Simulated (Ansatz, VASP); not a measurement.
# HgTe: VASP beside Ansatz

```
Hg Te
1.0
     0.00000    3.28916    3.28916
     3.28916    0.00000    3.28916
     3.28916    3.28916    0.00000
Hg Te
1 1
Cartesian
  0.0000 0.0000 0.0000
  1.6446 1.6446 1.6446
```

Alike in both runs: task single point; functional PBEsol; k mesh 4 × 4 × 4; occupations fermi-dirac, width 0.02 eV; collinear spin.

|  | VASP | Ansatz |
| --- | --- | --- |
| version | VASP 6.6.1 | Ansatz 0.2.0 |
| potentials or method | VASP PAW PBE potentials, release 64 (Hg, Te) | plane waves |
| plane-wave cutoff (eV) | 500 | 420 |
| valence electrons in the cell | 18 | 36 |

```csv
,VASP,Ansatz,Ansatz less VASP
gap on the k mesh at the Fermi level (eV),none,none,-
pressure (GPa),-0.7,-0.8,-0.10
```

VASP's potentials were made for PBE, not for PBEsol. A gap of «none» marks a metal or a gap that the smearing closes. With one functional, cell and mesh, what is left measures potentials, basis and numerics. VASP's potentials hold 18 valence electrons a cell and Ansatz's 36, so a difference there can come from the potentials and not from the codes. Ansatz's warnings: moment headroom below auto, seeded moment not kept.

The k mesh is coarse, so the values compare programs but aren't converged. Spin-orbit coupling is off throughout.
